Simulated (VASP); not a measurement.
# MgO (Fm-3m) in VASP: a series of runs

Aim: see how the results for MgO move with the level of theory and the settings. Levels: r2SCAN, RPBE, RPBE+D3(BJ). Tasks: single point, relaxation of cell and atoms.

Everything below comes from runs of VASP 6.6.1. Logs are shortened: lines on timing, memory, paths and dates and some standing lists are left out, and cuts for length are marked.

## (1) The cell of the first run

It takes space group Fm-3m (No. 225, cubic). The conventional cell has a = 4.194 Å, b = 4.194 Å, c = 4.194 Å, α = 90.00°, β = 90.00°, γ = 90.00°. Within 2.8 Å of Mg (site symmetry m-3m) lie 6 O at 2.10 Å. O (site symmetry m-3m) has 6 Mg at 2.10 Å within 2.8 Å.

## (2) Single point, r2SCAN

Input file POSCAR:

```
MgO
1.0
    0.0000000000      2.0970013927      2.0970013927
    2.0970013927      0.0000000000      2.0970013927
    2.0970013927      2.0970013927      0.0000000000
Mg O
1 1
Direct
    0.0000000000      0.0000000000      0.0000000000
    0.5000000000      0.5000000000      0.5000000000
```

Input file INCAR.step1:

```
ALGO = Normal ; EDIFF = 1E-5
ENCUT = 920 ; GGA = PE
GGA_COMPAT = False ; ISMEAR = -1
LASPH = True ; LCHARG = False
LREAL = False ; LWAVE = True
NBANDS = 15 ; NELM = 120
PREC = Accurate ; SIGMA = 0.05
```

Input file INCAR.step2:

```
ALGO = Normal ; EDIFF = 1E-6
ENCUT = 920 ; GGA_COMPAT = False
ISIF = 2 ; ISMEAR = -1
ISTART = 1 ; LASPH = True
LCHARG = False ; LMIXTAU = True
LREAL = False ; LWAVE = False
METAGGA = R2SCAN ; NBANDS = 15
NELM = 120 ; PREC = Accurate
SIGMA = 0.05
```

Input file KPOINTS:

```
k-points
0
Gamma
  6 6 6
```

Potentials or basis: VASP PAW PBE potentials, release 64 (Mg_sv, O).

Launch:

```bash
$ cat potpaw_PBE.64/Mg_sv/POTCAR potpaw_PBE.64/O/POTCAR > POTCAR
$ cp INCAR.step1 INCAR
$ mpirun -np 1 vasp_std > vasp.out
$ cp INCAR.step2 INCAR
$ mpirun -np 1 vasp_std > vasp.out
```

OUTCAR:

```text
EDIFF = 1E-6
   ENCUT = 920
   ISIF = 2
   ISMEAR = -1
   ISTART = 1
   LASPH = True
   LREAL = False
   METAGGA = R2SCAN
   NELM = 120
   PREC = Accurate

 ion  position               nearest neighbor table
   1  0.000  0.000  0.000-   2 2.10   2 2.10   2 2.10   2 2.10   2 2.10   2 2.10
   2  0.500  0.500  0.500-   1 2.10   1 2.10   1 2.10   1 2.10   1 2.10   1 2.10

  LATTYP: Found a face centered cubic cell.
 ALAT       =     4.1940027854

  Lattice vectors:

 A1 = (   0.0000000000,   2.0970013927,   2.0970013927)
 A2 = (   2.0970013927,   0.0000000000,   2.0970013927)
 A3 = (   2.0970013927,   2.0970013927,   0.0000000000)

Analysis of symmetry for initial positions (statically):
=====================================================================
 Subroutine PRICEL returns:
 Original cell was already a primitive cell.

 Routine SETGRP: Setting up the symmetry group for a
 face centered cubic supercell.

 Subroutine GETGRP returns: Found 48 space group operations
 (whereof 48 operations were pure point group operations)
 out of a pool of 48 trial point group operations.

The static configuration has the point symmetry O_h .

Analysis of symmetry for dynamics (positions and initial velocities):
=====================================================================
 Subroutine PRICEL returns:
 Original cell was already a primitive cell.

 Routine SETGRP: Setting up the symmetry group for a
 face centered cubic supercell.

 Subroutine GETGRP returns: Found 48 space group operations
 (whereof 48 operations were pure point group operations)
 out of a pool of 48 trial point group operations.

The dynamic configuration has the point symmetry O_h .

 Subroutine INISYM returns: Found 48 space group operations
 (whereof 48 operations are pure point group operations),
 and found     1 'primitive' translations

----------------------------------------------------------------------------------------

                                     Primitive cell

  volume of cell :      18.4428

  direct lattice vectors                    reciprocal lattice vectors
     0.000000000  2.097001393  2.097001393    -0.238435702  0.238435702  0.238435702
     2.097001393  0.000000000  2.097001393     0.238435702 -0.238435702  0.238435702
     2.097001393  2.097001393  0.000000000     0.238435702  0.238435702 -0.238435702

  length of vectors
     2.965607810  2.965607810  2.965607810     0.412982751  0.412982751  0.412982751

  position of ions in fractional coordinates (direct lattice)
     0.000000000  0.000000000  0.000000000
     0.500000000  0.500000000  0.500000000

  ion indices of the primitive-cell ions
   primitive index   ion index
                 1           1
                 2           2

----------------------------------------------------------------------------------------

 KPOINTS: k-points

Automatic generation of k-mesh.
 Grid dimensions read from file:
 generate k-points for:    6    6    6

 Generating k-lattice:

  Cartesian coordinates                     Fractional coordinates (reciprocal lattice)
    -0.039739284  0.039739284  0.039739284     0.166666667  0.000000000  0.000000000
     0.039739284 -0.039739284  0.039739284     0.000000000  0.166666667  0.000000000
     0.039739284  0.039739284 -0.039739284     0.000000000  0.000000000  0.166666667

  Length of vectors
     0.068830458  0.068830458  0.068830458

  Shift w.r.t. Gamma in fractional coordinates (k-lattice)
     0.000000000  0.000000000  0.000000000

 Subroutine IBZKPT returns following result:
 ===========================================

 Found     16 irreducible k-points:

 Following reciprocal coordinates:
            Coordinates               Weight
  0.000000  0.000000  0.000000      1.000000
  0.166667  0.000000  0.000000      8.000000
  0.333333  0.000000  0.000000      8.000000
  0.500000  0.000000  0.000000      4.000000
  0.166667  0.166667  0.000000      6.000000
  0.333333  0.166667  0.000000     24.000000
[... 8 lines left out ...]
 -0.333333  0.333333  0.166667     24.000000
 -0.333333  0.500000  0.166667     12.000000
   k-points           NKPTS =     16   k-points in BZ     NKDIM =     16   number of bands    NBANDS=     15
   number of dos      NEDOS =    301   number of ions     NIONS =      2
   total plane-waves  NPLWV =  27000
   dimension x,y,z NGX =    30 NGY =   30 NGZ =   30
   dimension x,y,z NGXF=    60 NGYF=   60 NGZF=   60
   ions per type =               1   1
   NGX,Y,Z   is equivalent  to a cutoff of  16.82, 16.82, 16.82 a.u.
   NGXF,Y,Z  is equivalent  to a cutoff of  33.63, 33.63, 33.63 a.u.
 SYSTEM =  unknown system
   PREC   = accura    normal or accurate (medium, high low for compatibility)
   ISTART =      1    job   : 0-new  1-cont  2-samecut
   ICHARG =      0    charge: 1-file 2-atom 10-const
   ISPIN  =      1    spin polarized calculation?
   LNONCOLLINEAR =      F non collinear calculations
   LSORBIT =      F    spin-orbit coupling
[... 61 lines left out ...]
      2     -37.4123      2.00000
      3     -37.4123      2.00000
      4     -37.4123      2.00000
      5     -15.6562      2.00000
      6       2.5968      2.00000
      7       2.5968      2.00000
      8       2.5968      2.00000
      9       8.3730      0.00000
     10      19.5350      0.00000
     11      19.5350      0.00000
     12      19.5350      0.00000
     13      23.6789      0.00000
     14      25.5238      0.00000
     15      25.5238      0.00000

 k-point     2 :       0.1667    0.0000    0.0000
  band No.  band energies     occupation
      1     -72.3246      2.00000
      2     -37.4350      2.00000
      3     -37.4144      2.00000
      4     -37.4144      2.00000
      5     -15.3644      2.00000
      6       1.1125      2.00000
      7       2.4133      2.00000
      8       2.4133      2.00000
      9       9.7854      0.00000
     10      17.2015      0.00000
     11      20.1608      0.00000
     12      20.1608      0.00000
     13      24.3024      0.00000
     14      24.3024      0.00000
     15      26.5838      0.00000

 k-point     3 :       0.3333    0.0000    0.0000
  band No.  band energies     occupation
      1     -72.3203      2.00000
      2     -37.4799      2.00000
      3     -37.4187      2.00000
      4     -37.4187      2.00000
      5     -14.7147      2.00000
      6      -1.0908      2.00000
      7       2.0695      2.00000
      8       2.0695      2.00000
      9      11.3142      0.00000
     10      16.1691      0.00000
     11      20.4849      0.00000
     12      20.4849      0.00000
     13      25.0297      0.00000
     14      25.0297      0.00000
     15      25.8734      0.00000

 k-point     4 :       0.5000    0.0000    0.0000
  band No.  band energies     occupation
      1     -72.3182      2.00000
      2     -37.5022      2.00000
      3     -37.4208      2.00000
      4     -37.4208      2.00000
      5     -14.3460      2.00000
      6      -2.0592      2.00000
      7       1.9076      2.00000
      8       1.9076      2.00000
      9      11.5132      0.00000
     10      16.5917      0.00000
     11      20.2437      0.00000
     12      20.2437      0.00000
     13      25.3058      0.00000
     14      26.7853      0.00000
     15      26.7853      0.00000
[... 163 lines left out ...]
 k-point    14 :       0.5000    0.3333    0.1667
  band No.  band energies     occupation
      1     -72.3175      2.00000
      2     -37.4754      2.00000
      3     -37.4444      2.00000
      4     -37.4288      2.00000
      5     -14.3590      2.00000
      6      -0.9672      2.00000
      7       0.7220      2.00000
      8       1.5493      2.00000
      9      13.7872      0.00000
     10      14.7385      0.00000
     11      17.5533      0.00000
     12      21.2973      0.00000
     13      23.5373      0.00000
     14      27.0953      0.00000
     15      32.4116      0.00000

 k-point    15 :      -0.3333    0.3333    0.1667
  band No.  band energies     occupation
      1     -72.3160      2.00000
      2     -37.4779      2.00000
      3     -37.4532      2.00000
      4     -37.4339      2.00000
      5     -14.1414      2.00000
      6      -1.0194      2.00000
      7       0.1011      2.00000
      8       1.2980      2.00000
      9      14.2777      0.00000
     10      15.7623      0.00000
     11      16.7496      0.00000
     12      20.5513      0.00000
     13      24.8633      0.00000
     14      26.2546      0.00000
     15      32.1236      0.00000

 k-point    16 :      -0.3333    0.5000    0.1667
  band No.  band energies     occupation
      1     -72.3153      2.00000
      2     -37.4752      2.00000
      3     -37.4528      2.00000
      4     -37.4435      2.00000
      5     -14.0857      2.00000
      6      -0.9973      2.00000
      7       0.3265      2.00000
      8       0.9014      2.00000
      9      14.1876      0.00000
     10      15.3975      0.00000
     11      16.3409      0.00000
     12      20.5813      0.00000
     13      24.4427      0.00000
     14      28.8983      0.00000
     15      30.5000      0.00000

------------------------ aborting loop because EDIFF is reached ----------------------------------------

  FORCE on cell =-STRESS in cart. coord.  units (eV):
  Direction    XX          YY          ZZ          XY          YZ          ZX
  --------------------------------------------------------------------------------------
  -------------------------------------------------------------------------------------
  Total        0.2015336      0.2015336      0.2015336      0.0000000      0.0000000      0.0000000
  in kB       17.5078093     17.5078093     17.5078093      0.0000000      0.0000000      0.0000000
  external PRESSURE =      17.5078093 kB  Pullay stress =       0.0000000 kB

 VOLUME and BASIS-vectors are now :
 -----------------------------------------------------------------------------
  energy-cutoff  :      920.00
  volume of cell :       18.44
      direct lattice vectors                 reciprocal lattice vectors
     0.000000000  2.097001393  2.097001393    -0.238435702  0.238435702  0.238435702
     2.097001393  0.000000000  2.097001393     0.238435702 -0.238435702  0.238435702
     2.097001393  2.097001393  0.000000000     0.238435702  0.238435702 -0.238435702

 POSITION                                       TOTAL-FORCE (eV/Angst)
 -----------------------------------------------------------------------------------
      0.00000      0.00000      0.00000         0.000000      0.000000      0.000000
      2.09700      2.09700      2.09700        -0.000000     -0.000000     -0.000000
 -----------------------------------------------------------------------------------
    total drift:                                0.000000      0.000000      0.000000

  FREE ENERGIE OF THE ION-ELECTRON SYSTEM (eV)
  ---------------------------------------------------
  free  energy   TOTEN  =       -16.1531677070 eV

  energy  without entropy=      -16.1531677070  energy(sigma->0) =      -16.15316771
```

It took 26 s on 1 thread of Intel Xeon 6975P-C (Granite Rapids), shared host; peak memory 0.16 GiB.

What came out:

| Property | Result |
| --- | --- |
| Free energy | -16.1532 eV |
| Pressure | 1.8 GPa |
| Band gap on the k mesh | 5.78 eV |

Levels at points of the mesh, in eV from the valence-band top:
| k point | band 6 | band 7 | band 8 | band 9 | band 10 | band 11 |
| --- | --- | --- | --- | --- | --- | --- |
| (0.00, 0.00, 0.00) | 0.00 | 0.00 | 0.00 | 5.78 | 16.94 | 16.94 |
| (0.50, 0.00, 0.00) | -4.66 | -0.69 | -0.69 | 8.92 | 13.99 | 17.65 |
| (0.50, 0.50, 0.00) | -4.12 | -1.38 | -1.38 | 10.06 | 11.30 | 14.46 |

Caveat: the k points lie up to 0.43 Å⁻¹ apart; the PAW data sets were made with another functional, which shifts forces and pressure a little.

## (3) Single point, r2SCAN

POSCAR is that of step 2.

Input file INCAR.step1:

```
SYSTEM = MgO
PREC = Accurate ; ENCUT = 920
ISMEAR = -1 ; SIGMA = 0.05
LREAL = .FALSE. ; LASPH = .TRUE.
NELM = 120 ; NBANDS = 15
GGA = PE ; ALGO = Normal
EDIFF = 1E-5 ; LWAVE = .TRUE.
LCHARG = .FALSE. ; GGA_COMPAT = .FALSE.
```

Input file INCAR.step2:

```
SYSTEM = MgO
PREC = Accurate ; ENCUT = 920
EDIFF = 1E-6 ; ISMEAR = -1
SIGMA = 0.05 ; LREAL = .FALSE.
LASPH = .TRUE. ; NELM = 120
ALGO = Normal ; ISIF = 2
LWAVE = .FALSE. ; LCHARG = .FALSE.
METAGGA = R2SCAN ; LMIXTAU = .TRUE.
NBANDS = 15 ; ISTART = 1
GGA_COMPAT = .FALSE.
```

Input file KPOINTS:

```
regular mesh
0
G
  6 6 6
  0 0 0
```

Potentials or basis: VASP PAW PBE potentials, release 64 (Mg_sv, O).

Launch:

```bash
$ cat potpaw_PBE.64/Mg_sv/POTCAR potpaw_PBE.64/O/POTCAR > POTCAR
$ cp INCAR.step1 INCAR
$ mpirun -np 1 vasp_std > vasp.out
$ cp INCAR.step2 INCAR
$ mpirun -np 1 vasp_std > vasp.out
```

It took 31 s on 1 thread of AMD EPYC 9R45 (Zen 5), shared host; peak memory 0.14 GiB.

Results (log left out):

```yaml
Free_energy: -16.1532 eV
Pressure: 1.8 GPa
Band_gap_on_the_k_mesh: 5.78 eV
```

Levels at points of the mesh, in eV from the valence-band top:
| k point | band 5 | band 6 | band 7 | band 8 | band 9 | band 10 | band 11 | band 12 |
| --- | --- | --- | --- | --- | --- | --- | --- | --- |
| (0.00, 0.00, 0.00) | -18.25 | 0.00 | 0.00 | 0.00 | 5.78 | 16.94 | 16.94 | 16.94 |
| (0.50, 0.00, 0.00) | -16.94 | -4.66 | -0.69 | -0.69 | 8.92 | 13.99 | 17.65 | 17.65 |
| (0.50, 0.50, 0.00) | -16.73 | -4.12 | -1.38 | -1.38 | 10.06 | 11.30 | 14.46 | 20.67 |

Caveat: the k points lie up to 0.43 Å⁻¹ apart; the PAW data sets were made with another functional, which shifts forces and pressure a little.

## (4) Relaxation of cell and atoms, RPBE

Input file INCAR:

```
PREC = Accurate ; ENCUT = 840
EDIFF = 1E-7 ; ISMEAR = -1
SIGMA = 0.05 ; LREAL = False
LASPH = True ; NELM = 120
ALGO = Normal ; ISIF = 3
LWAVE = False ; LCHARG = False
GGA = RP ; IBRION = 2
NSW = 60 ; EDIFFG = -0.01
GGA_COMPAT = False ; NELMIN = 4
```

Input file KPOINTS:

```
regular mesh
0
Gamma
  11 11 11
```

POSCAR is that of step 3.

Launch:

```bash
$ cat potpaw_PBE.64/Mg_sv/POTCAR potpaw_PBE.64/O/POTCAR > POTCAR
$ mpirun -np 1 vasp_std > vasp.out
```

It took 67 s on 1 thread of Intel Xeon Platinum 8375C at 2.90GHz (Ice Lake), shared host; peak memory 0.17 GiB.

Results (log left out):

```
Free energy                           : -11.2156 eV
Relaxed volume                        : 9.91 Å³/atom
Relaxed cell                          : a = 3.038 Å, b = 3.038 Å, c = 3.038 Å, α = 60.00°, β = 60.00°, γ = 60.00°
Space group after relaxing (to 0.1 Å) : Fm-3m (No. 225)
Energy gained by relaxing             : 24.3 meV/atom
Ionic steps                           : 3
Pressure after relaxing               : 0.0 GPa
Band gap on the k mesh                : 4.30 eV
```

Step by step:
```csv
step,energy change (eV),largest force (eV/Å),pressure (GPa),volume (Å³)
1,0.0000,0.0000,12.00,18.44
2,-0.0425,0.0000,-3.60,20.35
3,-0.0486,0.0000,0.01,19.82
```

Final structure:
```yaml
crystal:
  lattice:
    - [0.00000, 2.14786, 2.14786]
    - [2.14786, 0.00000, 2.14786]
    - [2.14786, 2.14786, 0.00000]
  atoms:
    - { symbol: Mg, position: [0.00000, 0.00000, 0.00000] }
    - { symbol: O, position: [0.50000, 0.50000, 0.50000] }
```

Levels at points of the mesh, in eV from the valence-band top:
```tsv
k point	band 5	band 6	band 7	band 8	band 9	band 10	band 11	band 12
(0.00, 0.00, 0.00)	-17.04	0.00	0.00	0.00	4.30	15.60	15.60	15.60
```

Caveat: the PAW data sets were made with another functional, which shifts forces and pressure a little.

## (5) Relaxation of cell and atoms, RPBE+D3(BJ)

Input file INCAR:

```
SYSTEM = MgO
ALGO = Normal
EDIFF = 1E-7
EDIFFG = -0.01
ENCUT = 840
GGA = RP
GGA_COMPAT = .False.
IBRION = 2
ISIF = 3
ISMEAR = -1
IVDW = 12
LASPH = .True.
LCHARG = .False.
LREAL = .False.
LWAVE = .False.
NELM = 120
NELMIN = 4
NSW = 60
PREC = Accurate
SIGMA = 0.05
```

Input file KPOINTS:

```
k-points
0
Gamma
  11 11 11
  0 0 0
```

POSCAR is that of step 4.

Launch:

```bash
$ cat potpaw_PBE.64/Mg_sv/POTCAR potpaw_PBE.64/O/POTCAR > POTCAR
$ mpirun -np 1 vasp_std > vasp.out
```

Wall time 1.7 min (1 thread of AMD EPYC 7R43 (Zen 3), shared host); peak memory 0.14 GiB.

Results (log left out):

```
Free energy                           : -13.8759 eV
Relaxed volume                        : 8.49 Å³/atom
Relaxed cell                          : a = 2.885 Å, b = 2.885 Å, c = 2.885 Å, α = 60.00°, β = 60.00°, γ = 60.00°
Space group after relaxing (to 0.1 Å) : Fm-3m (No. 225)
Energy gained by relaxing             : 35.7 meV/atom
Ionic steps                           : 3
Pressure after relaxing               : 0.0 GPa
Band gap on the k mesh                : 5.83 eV
Dispersion energy per atom            : -1.448 eV
```

Step by step:
| step | energy change (eV) | largest force (eV/Å) | pressure (GPa) | volume (Å³) |
| --- | --- | --- | --- | --- |
| 1 | 0.0000 | 0.0000 | -14.59 | 18.44 |
| 2 | -0.0518 | 0.0000 | 9.38 | 16.29 |
| 3 | -0.0714 | 0.0000 | -0.01 | 16.98 |

Final structure:
```
CELL_PARAMETERS angstrom
0.00000 2.04009 2.04009
2.04009 0.00000 2.04009
2.04009 2.04009 0.00000
ATOMIC_POSITIONS crystal
Mg 0.00000 0.00000 0.00000
O 0.50000 0.50000 0.50000
```

Levels at points of the mesh, in eV from the valence-band top:
```csv
k point,band 5,band 6,band 7,band 8,band 9,band 10,band 11,band 12
"(0.00, 0.00, 0.00)",-17.84,0.00,0.00,0.00,5.83,16.48,16.48,16.48
```

Caveat: the dispersion term is far too large for a dense solid, which distorts pressure and volume; the PAW data sets were made with another functional, which shifts forces and pressure a little.

## (6) The runs side by side

```tsv
task	level	cell	k mesh	cutoff (eV)	gap on the mesh (eV)	pressure (GPa)	relaxed volume (Å³/atom)
single point	r2SCAN	as given	6 × 6 × 6	920	5.78	1.8	-
relaxation of cell and atoms	RPBE	relaxed	11 × 11 × 11	840	4.30	0.0	9.91
relaxation of cell and atoms	RPBE+D3(BJ)	relaxed	11 × 11 × 11	840	5.83	0.0	8.49
```

Alike in all rows: potentials or basis VASP PAW PBE potentials, release 64 (Mg_sv, O); no spin polarisation; smearing fermi-dirac 0.05 eV.

Caveats: some runs use coarse meshes; the PAW data sets were made with another functional, which shifts forces and pressure a little; the dispersion term is far too large for a dense solid, which distorts pressure and volume (at least some runs).

Absolute energies hang on the potentials; compare differences alone.
